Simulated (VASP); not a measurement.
A run of VASP 6.6.1 is set up as follows.

Contents of INCAR:

```
  PREC = Accurate
  ENCUT = 520
  EDIFF = 1E-6
  ISMEAR = 0
  SIGMA = 0.05
  LREAL = F
  LASPH = T
  NELM = 60
  ALGO = Normal
  ISIF = 2
  LWAVE = F
  LCHARG = F
  GGA = PE
  NBANDS = 16
```

Contents of KPOINTS:

```
regular mesh
0
Gamma
  12 12 6
```

Contents of POSCAR:

```
Si
1.0
    4.1206579589     -0.0770216441      0.0000000000
   -2.1270316799      3.1401863918      0.0000000000
    0.0000000000      0.0000000000      6.3646810974
Si
4
Direct
    0.3333333333      0.6666666667      0.0629320729
    0.6666666667      0.3333333333      0.5629320729
    0.3333333333      0.6666666667      0.4370679271
    0.6666666667      0.3333333333      0.9370679271
```

Potentials or basis: VASP PAW PBE potentials, release 64 (Si).

Command:

```bash
$ cat potpaw_PBE.64/Si/POTCAR > POTCAR
$ mpirun -np 1 vasp_std > vasp.out
```

(1) Estimate the band gap on the k mesh.

(2) What does it give for the largest force?

(3) Estimate the pressure.

## Answers

(1) zero (bands 8 and 9 overlap by 0.58 eV).

(2) 1.432 eV/Å.

(3) 1.6 GPa.

Caveat: the cell differs from its parent crystal (engineering shear strain xy -0.0400, strain +e along x and -e along y +0.0700); the stress differs along the axes, from -10 to 14 GPa; semilocal functionals underestimate gaps, and a narrow one can read as zero; forces of over 1 eV/Å act on the atoms, so gaps and moduli don't describe the material at rest.
